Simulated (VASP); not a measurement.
Set up this calculation in VASP 6.6.1, as the native input.

```
Task                   : relaxation of cell and atoms
Functional             : revPBE
Potentials or basis    : VASP PAW PBE potentials, release 64 (Yb, In_d, C)
Cutoff                 : 600 eV
k mesh                 : 3 × 3 × 3
Occupations            : gaussian, width 0.01 eV
Spin                   : no spin polarisation
Target pressure        : 10 GPa
Dipole correction      : no
Further INCAR settings : ALGO = Normal; EDIFF = 1e-06; IBRION = 2; EDIFFG = -0.1; NSW = 80; ISIF = 3
```

The structure of Yb3InC lies in POSCAR:

```
Yb3InC
1.0
    5.0632470000      0.0000000000      0.0000000000
    0.0000000000      5.0632470000      0.0000000000
    0.0000000000      0.0000000000      5.0632470000
Yb In C
3 1 1
Direct
    0.5000000000      0.0000000000      0.5000000000
    0.5000000000      0.5000000000      0.0000000000
    0.0000000000      0.5000000000      0.5000000000
    0.0000000000      0.0000000000      0.0000000000
    0.5000000000      0.5000000000      0.5000000000
```

The input as run:

INCAR

```
ALGO = Normal ; EDIFF = 1E-6
EDIFFG = -0.1 ; ENCUT = 600
GGA = RE ; IBRION = 2
ISIF = 3 ; ISMEAR = 0
LASPH = True ; LCHARG = False
LREAL = False ; LWAVE = False
NELM = 60 ; NSW = 80
PREC = Accurate ; PSTRESS = 100.0
SIGMA = 0.01
```

KPOINTS

```
k-points
0
Gamma
  3 3 3
```

Potentials or basis: VASP PAW PBE potentials, release 64 (Yb, In_d, C).

Run with:

```sh
$ cat potpaw_PBE.64/Yb/POTCAR potpaw_PBE.64/In_d/POTCAR potpaw_PBE.64/C/POTCAR > POTCAR
$ mpirun -np 1 vasp_std > vasp.out
```

Results of the run:

The relaxed volume is 20.83 Å³/atom and the relaxed cell is a = 4.705 Å, b = 4.705 Å, c = 4.705 Å, α = 90.00°, β = 90.00°, γ = 90.00°. The space group after relaxing (to 0.05 Å) is Pm-3m (No. 221), the energy change on relaxing (the enthalpy is what falls) is +97.8 meV/atom and the ionic steps are 6. The pressure after relaxing is 10.6 GPa.

Caveat: the k points lie up to 0.45 Å⁻¹ apart in the final cell; the cell is relaxed towards a set pressure, so the enthalpy falls and the energy may rise; the volume moved by over 15 % at a fixed basis, so the end points are rough; the PAW data sets were made with another functional, which shifts forces and pressure a little; without U or exact exchange the open f shell lies at the Fermi level, which spoils levels, moments and volumes.

Wall time 16 min on 1 thread of Intel(R) Xeon(R) 6975P-C (Granite Rapids) (shared host), peak memory 0.27 GiB.
